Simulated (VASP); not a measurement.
# Cs (Pm-3m) in VASP: notebook

Runs on Cs. Level: PBEsol. Tasks: single point, relaxation of cell and atoms.

Program: VASP 6.6.1. These are calculated values, not measurements. Logs are shortened: lines on timing, memory, paths and dates and some standing lists are left out, and cuts for length are marked.

## (1) The cell of the first run

It takes space group Pm-3m (No. 221, cubic). Conventional cell: a = 3.617 Å, b = 3.617 Å, c = 3.617 Å, α = 90.00°, β = 90.00°, γ = 90.00°. Within 4.8 Å of Cs (site symmetry m-3m) lie 6 Cs at 3.62 Å.

## (2) Single point, PBEsol

The input, INCAR:

```
SYSTEM = Cs
  ALGO = Normal
  EDIFF = 1E-6
  ENCUT = 520
  GGA = PS
  ISIF = 2
  ISMEAR = -1
  LASPH = .TRUE.
  LCHARG = .FALSE.
  LREAL = .FALSE.
  LWAVE = .FALSE.
  NBANDS = 10
  NELM = 80
  PREC = Accurate
  SIGMA = 0.05
```

The input, KPOINTS:

```
k-points
0
G
  10 10 10
  0 0 0
```

The input, POSCAR:

```
Cs
1.0
    3.6167314172      0.0000000000      0.0000000000
    0.0000000000      3.6167314172      0.0000000000
    0.0000000000      0.0000000000      3.6167314172
Cs
1
Direct
    0.0000000000      0.0000000000      0.0000000000
```

Potentials or basis: VASP PAW PBE potentials, release 64 (Cs_sv).

The run is started by

```console
$ cat potpaw_PBE.64/Cs_sv/POTCAR > POTCAR
$ mpirun -np 1 vasp_std > vasp.out
```

OUTCAR:

```text
SYSTEM = Cs
   EDIFF = 1E-6
   ENCUT = 520
   GGA = PS
   ISIF = 2
   ISMEAR = -1
   LASPH = .TRUE.
   LREAL = .FALSE.
   NELM = 80
   PREC = Accurate

 ion  position               nearest neighbor table
   1  0.000  0.000  0.000-

  LATTYP: Found a simple cubic cell.
 ALAT       =     3.6167314172

  Lattice vectors:

 A1 = (   3.6167314172,   0.0000000000,   0.0000000000)
 A2 = (   0.0000000000,   3.6167314172,   0.0000000000)
 A3 = (   0.0000000000,   0.0000000000,   3.6167314172)

Analysis of symmetry for initial positions (statically):
=====================================================================
 Subroutine PRICEL returns:
 Original cell was already a primitive cell.

 Routine SETGRP: Setting up the symmetry group for a
 simple cubic supercell.

 Subroutine GETGRP returns: Found 48 space group operations
 (whereof 48 operations were pure point group operations)
 out of a pool of 48 trial point group operations.

The static configuration has the point symmetry O_h .

Analysis of symmetry for dynamics (positions and initial velocities):
=====================================================================
 Subroutine PRICEL returns:
 Original cell was already a primitive cell.

 Routine SETGRP: Setting up the symmetry group for a
 simple cubic supercell.

 Subroutine GETGRP returns: Found 48 space group operations
 (whereof 48 operations were pure point group operations)
 out of a pool of 48 trial point group operations.

The dynamic configuration has the point symmetry O_h .

 Subroutine INISYM returns: Found 48 space group operations
 (whereof 48 operations are pure point group operations),
 and found     1 'primitive' translations

----------------------------------------------------------------------------------------

                                     Primitive cell

  volume of cell :      47.3095

  direct lattice vectors                    reciprocal lattice vectors
     3.616731417  0.000000000  0.000000000     0.276492746  0.000000000  0.000000000
     0.000000000  3.616731417  0.000000000     0.000000000  0.276492746  0.000000000
     0.000000000  0.000000000  3.616731417     0.000000000  0.000000000  0.276492746

  length of vectors
     3.616731417  3.616731417  3.616731417     0.276492746  0.276492746  0.276492746

  position of ions in fractional coordinates (direct lattice)
     0.000000000  0.000000000  0.000000000

[... 73 lines left out ...]
   ENCUT  =  520.0 eV  38.22 Ry    6.18 a.u.   6.72  6.72  6.72*2*pi/ulx,y,z
   NELM   =     80;   NELMIN=  2; NELMDL= -5     # of ELM steps
   EDIFF  = 0.1E-05   stopping-criterion for ELM
   LREAL  =      F    real-space projection
   EDIFFG = 0.1E-04   stopping-criterion for IOM
   NSW    =      0    number of steps for IOM
   IBRION =     -1    ionic relax: 0-MD 1-quasi-New 2-CG
   NFREE  =      0    steps in history (QN), initial steepest desc. (CG)
   ISIF   =      2    stress and relaxation
   ISYM   =      2    0-nonsym 1-usesym 2-fastsym
   POTIM  = 0.5000    time-step for ionic-motion
   TEBEG  =    0.0;   TEEND  =   0.0 temperature during run
   PSTRESS=    0.0 pullay stress
   NELECT =       9.0000    total number of electrons
   NUPDOWN=      -1.0000    fix difference up-down
   EMIN   =  10.00;   EMAX   =-10.00  energy-range for DOS
   EFERMI =   0.00;   METHOD = LEGACY
   ISMEAR =    -1;   SIGMA  =   0.05  broadening in eV -4-tet -1-fermi 0-gaus
   EFERMI_NEDOS =   21; number of points for ismear=-14 and -15
   IALGO  =     38    algorithm
   IMIX   =      4    mixing-type and parameters
     AMIX     =   0.40;   BMIX     =  1.00
     AMIX_MAG =   1.60;   BMIX_MAG =  1.00
  volume/ion in A,a.u.               =      47.31       319.26
  Fermi-wavevector in a.u.,A,eV,Ry     =   0.941541  1.779255 12.061567  0.886500
  Thomas-Fermi vector in A             =   2.069062
   LORBIT       =      0    0 simple, 1 ext, 2 COOP (PROOUT), +10 PAW based schemes
   GGA     = PS    functional components
   LHFCALC =     F    Hartree Fock is set to
   AEXX    =    0.0000 exact exchange contribution
   IVDW    =     0    specifies the selected vdW correction
   LEPSILON=     F    determine dielectric tensor
   LRPA    =     F    only Hartree local field effects (RPA)
 non-spin polarized calculation
  energy-cutoff  :      520.00
  volume of cell :       47.31
 maximum number of plane-waves:      1328
 NGX is ok and might be reduce to    28
   NGX = 13   NGY = 13   NGZ = 13

 number of electron       9.0000001 magnetization

 Free energy of the ion-electron system (eV)
  ---------------------------------------------------
  ext. energy  EPLUGINS =         0.00000000
  ---------------------------------------------------
  free energy    TOTEN  =        -0.37723706 eV

  energy without entropy =       -0.36460139  energy(sigma->0) =       -0.37091922

 E-fermi :   3.4908     XC(G=0):  -8.4070

 val. band max:        3.4901999926   @ k =   0.3000   0.1000   0.1000
 cond. band min:       3.4986179630   @ k =   0.5000   0.5000   0.4000
 fundamental gap:      0.0084179704
 Fermi energy:         3.4907930396

 k-point     1 :       0.0000    0.0000    0.0000
  band No.  band energies     occupation
      1     -20.6421      2.00000
      2      -6.3224      2.00000
      3      -6.3224      2.00000
      4      -6.3224      2.00000
      5       1.6641      2.00000
      6       4.2756      0.00000
      7       4.2756      0.00000
      8      11.6169      0.00000
      9      11.6169      0.00000
     10      11.6169      0.00000
[... 287 lines left out ...]
 k-point    24 :       0.3000    0.1000    0.1000
  band No.  band energies     occupation
      1     -20.4236      2.00000
      2      -7.7780      2.00000
      3      -6.4074      2.00000
      4      -6.3724      2.00000
      5       3.4902      1.00593
      6       5.3209      0.00000
      7       6.0507      0.00000
      8       7.8512      0.00000
      9       8.5798      0.00000
     10      10.4965      0.00000

 [... further k-points ...]
[... 5 lines left out ...]
  --------------------------------------------------------------------------------------
  -------------------------------------------------------------------------------------
  Total        0.8922751      0.8922751      0.8922751      0.0000000     -0.0000000      0.0000000
  in kB       30.2176430     30.2176430     30.2176430      0.0000000     -0.0000000      0.0000000
  external PRESSURE =      30.2176430 kB  Pullay stress =       0.0000000 kB

 VOLUME and BASIS-vectors are now :
 -----------------------------------------------------------------------------
  energy-cutoff  :      520.00
  volume of cell :       47.31
      direct lattice vectors                 reciprocal lattice vectors
     3.616731417  0.000000000  0.000000000     0.276492746  0.000000000  0.000000000
     0.000000000  3.616731417  0.000000000     0.000000000  0.276492746  0.000000000
     0.000000000  0.000000000  3.616731417     0.000000000  0.000000000  0.276492746

 POSITION                                       TOTAL-FORCE (eV/Angst)
 -----------------------------------------------------------------------------------
      0.00000      0.00000      0.00000         0.000000      0.000000      0.000000
 -----------------------------------------------------------------------------------
    total drift:                               -0.000000      0.000000      0.000000

  FREE ENERGIE OF THE ION-ELECTRON SYSTEM (eV)
  ---------------------------------------------------
  free  energy   TOTEN  =        -0.3772370612 eV

  energy  without entropy=       -0.3646013855  energy(sigma->0) =       -0.37091922
```

OSZICAR:

```text
N       E                     dE             d eps       ncg     rms          rms(c)
DAV:   1     0.441632166857E+02    0.44163E+02   -0.39115E+03  1120   0.729E+02
DAV:   2     0.231419904522E+01   -0.41849E+02   -0.41050E+02  1428   0.119E+02
DAV:   3    -0.410186806223E+00   -0.27244E+01   -0.27175E+01  1310   0.330E+01
DAV:   4    -0.427048573676E+00   -0.16862E-01   -0.16859E-01  1364   0.303E+00
DAV:   5    -0.427091066044E+00   -0.42492E-04   -0.42491E-04  1326   0.149E-01    0.723E-01
DAV:   6    -0.390652386931E+00    0.36439E-01   -0.39828E-02  1210   0.967E-01    0.354E-01
DAV:   7    -0.377543805549E+00    0.13109E-01   -0.38944E-02  1196   0.960E-01    0.122E-01
DAV:   8    -0.377245063542E+00    0.29874E-03   -0.39308E-04  1288   0.150E-01    0.124E-02
DAV:   9    -0.377240390023E+00    0.46735E-05   -0.70958E-06  1368   0.154E-02    0.668E-03
DAV:  10    -0.377236920794E+00    0.34692E-05   -0.98807E-07  1158   0.778E-03    0.107E-03
DAV:  11    -0.377237061229E+00   -0.14044E-06   -0.88140E-09   654   0.673E-04
   1 F= -.37723706E+00 E0= -.37091922E+00  d E =-.126357E-01
```

stdout:

```text
POSCAR found type information on POSCAR Cs
 POSCAR found :  1 types and       1 ions
 scaLAPACK will be used
 -----------------------------------------------------------------------------
|                                                                             |
|                                                                             |
|     You enforced a specific xc type in the INCAR file but a different       |
|     I HOPE YOU KNOW WHAT YOU ARE DOING!                                     |
|                                                                             |
 -----------------------------------------------------------------------------

 LDA part: xc-table for (Slater+PW92), standard interpolation
 POSCAR, INCAR and KPOINTS ok, starting setup
 FFT: planning ... GRIDC
 FFT: planning ... GRID_SOFT
 FFT: planning ... GRID
 WAVECAR not read
 entering main loop
```

It took 25 s on 1 thread of AMD EPYC 7R13, shared host; peak memory 0.14 GiB.

What came out:

```
Free energy : -0.3772 eV
Pressure    : 3.0 GPa
```

Levels at points of the mesh, in eV from the Fermi level:
| k point | band 2 | band 3 | band 4 | band 5 | band 6 | band 7 | band 8 | band 9 |
| --- | --- | --- | --- | --- | --- | --- | --- | --- |
| (0.00, 0.00, 0.00) | -9.81 | -9.81 | -9.81 | -1.83 | 0.78 | 0.78 | 8.13 | 8.13 |
| (0.50, 0.00, 0.00) | -11.96 | -9.57 | -9.57 | 0.60 | 1.73 | 2.25 | 4.23 | 4.23 |
| (0.50, 0.50, 0.00) | -11.57 | -11.57 | -9.35 | -1.24 | 2.31 | 5.15 | 5.15 | 5.57 |
| (0.50, 0.50, 0.50) | -11.22 | -11.22 | -11.22 | 0.24 | 0.24 | 0.24 | 3.73 | 11.05 |

Caveat: the PAW data sets were made with another functional, which shifts forces and pressure a little; spin-orbit coupling is left out, which moves the levels of the heavy elements.

## (3) Relaxation of cell and atoms, PBEsol, target pressure 2.9 GPa, at which the enthalpy is minimised

The input, INCAR:

```
SYSTEM = Cs
PREC = Accurate
ENCUT = 600
EDIFF = 1E-6
ISMEAR = -1
SIGMA = 0.05
LREAL = .False.
LASPH = .True.
NELM = 100
ALGO = Normal
ISIF = 3
LWAVE = .False.
LCHARG = .False.
GGA = PS
IBRION = 2
NSW = 32
EDIFFG = -0.005
PSTRESS = 29.0
```

The input, KPOINTS:

```
Automatic mesh
0
Gamma
  10 10 10
  0 0 0
```

POSCAR is that of step 2.

Potentials or basis: VASP PAW PBE potentials, release 64 (Cs_sv).

The run is started by

```console
$ cat potpaw_PBE.64/Cs_sv/POTCAR > POTCAR
$ mpirun -np 1 vasp_std > vasp.out
```

It took 65 s on 1 thread of AMD EPYC 7R13, shared host; peak memory 0.16 GiB.

Results (log left out):

- Free energy: -0.3943 eV
- Relaxed volume: 48.23 Å³/atom
- Relaxed cell: a = 3.640 Å, b = 3.640 Å, c = 3.640 Å, α = 90.00°, β = 90.00°, γ = 90.00°
- Space group after relaxing (to 0.05 Å): Pm-3m (No. 221)
- Energy change on relaxing (the enthalpy is what falls): -16.9 meV/atom
- Ionic steps: 3
- Pressure after relaxing: 2.9 GPa

Step by step:
```csv
step,energy change (eV),largest force (eV/Å),pressure (GPa),volume (Å³)
1,0.0000,0.0000,3.03,47.31
2,-0.0050,0.0000,2.99,47.57
3,-0.0169,0.0000,2.89,48.23
```

Final structure:
```
Cs
1.0
     3.63993    0.00000    0.00000
     0.00000    3.63993    0.00000
     0.00000    0.00000    3.63993
Cs
1
Direct
  0.00000 0.00000 0.00000
```

Levels at points of the mesh, in eV from the Fermi level:
```
           k point  band 1  band 2  band 3  band 4  band 5  band 6  band 7  band 8
(0.00, 0.00, 0.00)  -24.11   -9.85   -9.85   -9.85   -1.85    0.80    0.80    8.01
(0.50, 0.00, 0.00)  -23.86  -11.91   -9.62   -9.62    0.55    1.73    2.18    4.19
(0.50, 0.50, 0.00)  -23.62  -11.53  -11.53   -9.41   -1.19    2.27    5.09    5.09
(0.50, 0.50, 0.50)  -23.39  -11.20  -11.20  -11.20    0.27    0.27    0.27    3.72
```

Caveat: the cell is relaxed towards a set pressure, so the enthalpy falls and the energy may rise; the PAW data sets were made with another functional, which shifts forces and pressure a little; spin-orbit coupling is left out, which moves the levels of the heavy elements.
